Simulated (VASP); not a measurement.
A run of VASP 6.6.1 is set up as follows.

File INCAR:

```
SYSTEM = TaN
ALGO = Normal
EDIFF = 1E-6
ENCUT = 600
GGA = PS
GGA_COMPAT = .False.
ISIF = 2
ISMEAR = 0
LASPH = .True.
LCHARG = .False.
LREAL = .False.
LWAVE = .False.
NBANDS = 33
NELM = 120
PREC = Accurate
SIGMA = 0.1
```

KPOINTS

```
k-points
0
Gamma
  12 12 12
  0 0 0
```

The input POSCAR:

```
TaN
1.0
    5.0686133574      0.0000000000      0.0000000000
   -2.5343066787      4.3895479294      0.0000000000
    0.0000000000      0.0000000000      2.8779923823
Ta N
3 3
Direct
    0.0000000000      0.0000000000      0.0000000000
    0.3333333333      0.6666666667      0.5000000000
    0.6666666667      0.3333333333      0.5000000000
    0.5000000000      0.0000000000      0.0000000000
    0.5000000000      0.5000000000      0.0000000000
    0.0000000000      0.5000000000      0.0000000000
```

Potentials or basis: VASP PAW PBE potentials, release 64 (Ta_pv, N).

Run with:

```sh
$ cat potpaw_PBE.64/Ta_pv/POTCAR potpaw_PBE.64/N/POTCAR > POTCAR
$ mpirun -np 1 vasp_std > vasp.out
```

**Question.** Estimate the band gap on the k mesh.

**Answer.** Zero (bands 24 and 25 overlap by 2.38 eV).

**Question.** Estimate the pressure.

**Answer.** 22.2 GPa.

Stress tensor (GPa, compression positive):
```
22.09  0.00  0.00
 0.00 22.09  0.00
 0.00  0.00 22.53
```

Caveat: the cell stands under pressure; the PAW data sets were made with another functional, which shifts forces and pressure a little; spin-orbit coupling is left out, which moves the levels of the heavy elements.
